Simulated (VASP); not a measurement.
Set up this calculation in VASP 6.6.1, as the native input.

```yaml
Task: single point
Functional: PBE
Potentials_or_basis: VASP PAW PBE potentials, release 64 (H, C)
Cutoff: 520 eV
k_mesh: 2 × 1 × 1
Occupations: fermi-dirac, width 0.02 eV
Spin: no spin polarisation
Dipole_correction: no
Further_INCAR_settings: LREAL = Auto; ALGO = Normal; EDIFF = 1e-07; NBANDS = 122
```

The structure of H2C5 lies in POSCAR:

```
H2C5
1.0
    5.0487420000      0.0000000000      0.0000000000
    0.0000000000     10.0974850000      0.0000000000
    0.0000000000      0.0000000000     16.1647000000
H C
16 40
Direct
    0.4277897346      0.0000000000      0.0618631957
    0.0722160095      0.0000000000      0.0618631957
    0.9277954786      0.0000000000      0.0618631957
    0.5722217535      0.0000000000      0.0618631957
    0.4277897346      0.2500028472      0.0618631957
    0.0722160095      0.2500028472      0.0618631957
    0.9277954786      0.2500028472      0.0618631957
    0.5722217535      0.2500028472      0.0618631957
    0.4277897346      0.4999957910      0.0618631957
    0.0722160095      0.4999957910      0.0618631957
    0.9277954786      0.4999957910      0.0618631957
    0.5722217535      0.4999957910      0.0618631957
    0.4277897346      0.7499986383      0.0618631957
    0.0722160095      0.7499986383      0.0618631957
    0.9277954786      0.7499986383      0.0618631957
    0.5722217535      0.7499986383      0.0618631957
    0.2500028720      0.0000000000      0.1011277661
    0.7500086160      0.0000000000      0.1011277661
    0.2500028720      0.2500028472      0.1011277661
    0.7500086160      0.2500028472      0.1011277661
    0.2500028720      0.4999957910      0.1011277661
    0.7500086160      0.4999957910      0.1011277661
    0.2500028720      0.7499986383      0.1011277661
    0.7500086160      0.7499986383      0.1011277661
    0.2500028720      0.1250014236      0.1563406682
    0.7500086160      0.1250014236      0.1563406682
    0.2500028720      0.3750042709      0.1563406682
    0.7500086160      0.3750042709      0.1563406682
    0.2500028720      0.6249972147      0.1563406682
    0.7500086160      0.6249972147      0.1563406682
    0.2500028720      0.8750000619      0.1563406682
    0.7500086160      0.8750000619      0.1563406682
    0.0024560574      0.1294084616      0.2051012391
    0.4951332431      0.1189999292      0.2000655750
   -0.0168358771      0.3756578990      0.2181048829
    0.5196542030      0.3771434174      0.2136136149
   -0.0022183744      0.6311868748      0.2062828262
    0.5088396278      0.6226996128      0.2072973826
   -0.0081802556      0.8774264087      0.2257821055
    0.5008772482      0.8766935529      0.2190080855
   -0.0114483965      0.0085169723      0.2727795752
    0.4864182008      0.0116662714      0.2658632700
   -0.0104778577      0.2519439247      0.2633454379
    0.5220112258      0.2410204125      0.2648920178
   -0.0296509507      0.5096615642      0.2692038825
    0.4765741644      0.5037987182      0.2708185119
   -0.0082198694      0.7324001967      0.2710845237
    0.4846355785      0.7330043075      0.2764356901
    0.2365143634      0.0652439692      0.3080477831
    0.7430563891      0.0620055390      0.3142959659
    0.2352071070      0.2033575687      0.3037359184
    0.7543265233      0.2015452363      0.3112894146
    0.2293046466      0.5495229753      0.3065383212
    0.7372925770      0.5446603783      0.3176303922
    0.2138156396      0.6904194460      0.3186944391
    0.7409964700      0.6911126880      0.3149888337
```

These files were run (other wordings do the same):

INCAR

```
SYSTEM = H2C5
PREC = Accurate
ENCUT = 520
EDIFF = 1E-7
ISMEAR = -1
SIGMA = 0.02
LREAL = Auto
LASPH = .True.
NELM = 100
ALGO = Normal
ISIF = 2
LWAVE = .False.
LCHARG = .True.
GGA = PE
LELF = .True.
LVHAR = .True.
NBANDS = 122
```

KPOINTS

```
Automatic mesh
0
Gamma
  2 1 1
  0 0 0
```

Potentials or basis: VASP PAW PBE potentials, release 64 (H, C).

Launch:

```sh
$ cat potpaw_PBE.64/H/POTCAR potpaw_PBE.64/C/POTCAR > POTCAR
$ mpirun -np 1 vasp_std > vasp.out
```

Results of the run:

```
Largest force          : 8.952 eV/Å
Band gap on the k mesh : 0.31 eV
```

Caveat: the k points lie up to 0.62 Å⁻¹ apart; the atoms stand as in a frame of molecular dynamics; there is no dipole correction, which matters where the two faces differ.

Run time: 17 min on 1 thread of Intel Xeon 8259CL, with other jobs on the host, peak memory 0.81 GiB.
